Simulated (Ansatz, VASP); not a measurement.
## Two plane-wave programs on YZr2O2

```
Y Zr O
1.0
     4.18270    0.00000    0.00000
    -2.09135    3.62232    0.00000
     0.00000    0.00000    5.23414
Y Zr O
1 2 2
Direct
  0.66667 0.33333 0.50000
  0.33333 0.66667 0.69175
  0.33333 0.66667 0.30825
  0.66667 0.33333 0.00000
  0.33333 0.66667 0.00000
```

Alike in both runs: task relaxation of cell and atoms; functional PBE; k mesh 6 × 6 × 4; occupations gaussian, width 0.1 eV; no spin polarisation.

```csv
,VASP,Ansatz
version,VASP 6.6.1,Ansatz 0.2.0
potentials or method,"VASP PAW PBE potentials, release 64 (Y_sv, Zr_sv, O), cutoff 600 eV","scalar-relativistic, plane waves, PAW"
valence electrons in the cell,47,47
```

|  | VASP | Ansatz | Ansatz less VASP |
| --- | --- | --- | --- |
| gap on the k mesh at the Fermi level, each at its own relaxed structure (eV) | none | none | - |
| relaxed volume (Å³/atom) | 20.71 | 30.91 | +10.200 |
| relaxed cell length with the largest relative difference (Å) | 3.763 | 5.420 | +1.6569 |

A gap of «none» marks a metal or a gap that the smearing closes. One of these differences is far larger than is usual between the two programs; its cause wasn't traced.

Noted on VASP's run: the volume moved by over 15 % at a fixed basis, so the end points are rough.
